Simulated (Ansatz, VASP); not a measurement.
## One calculation of Si, two programs

```
Si
1.0
    -3.30102    3.30102    1.90825
     3.30102   -3.30102    1.90825
     3.30102    3.30102   -1.90825
Si
4
Direct
  0.16009 0.16312 0.35466
  0.83385 0.83688 0.63928
  0.18187 0.82115 0.00303
  0.82418 0.17885 0.00303
```

Change from the starting cell: mode 7 frozen in at -0.020 Å and mode 10 at -0.060 Å (largest displacements).

Alike in both runs: task single point; functional LDA; k mesh 10 × 10 × 10; occupations gaussian, width 0.03 eV; no spin polarisation.

|  | VASP | Ansatz |
| --- | --- | --- |
| version | VASP 6.6.1 | Ansatz 0.2.0 |
| potentials or method | VASP PAW LDA potentials, release 64 (Si), cutoff 520 eV | scalar-relativistic, plane waves, PAW |
| valence electrons in the cell | 16 | 16 |

Ansatz gave:

```
gap on the k mesh at the Fermi level (eV)                     : none
pressure (GPa)                                                : 0.4
traceless stress, the component that is largest in VASP (GPa) : -1.78
rms of the force components (eV/Å)                            : 0.661
```

Task: What did VASP give for the same quantities?

Result: gap on the k mesh at the Fermi level (eV): none; pressure (GPa): 0.5; traceless stress, the component that is largest in VASP (GPa): -1.78; rms of the force components (eV/Å): 0.661.

Ansatz warns that its potentials were made for another functional, while VASP's fit it. LDA's correlation is that of Perdew and Zunger in VASP and of Perdew and Wang (1992) in Ansatz. Atom by atom the forces differ by 0.002 eV/Å (rms over components). A gap of «none» marks a metal or a gap that the smearing closes.
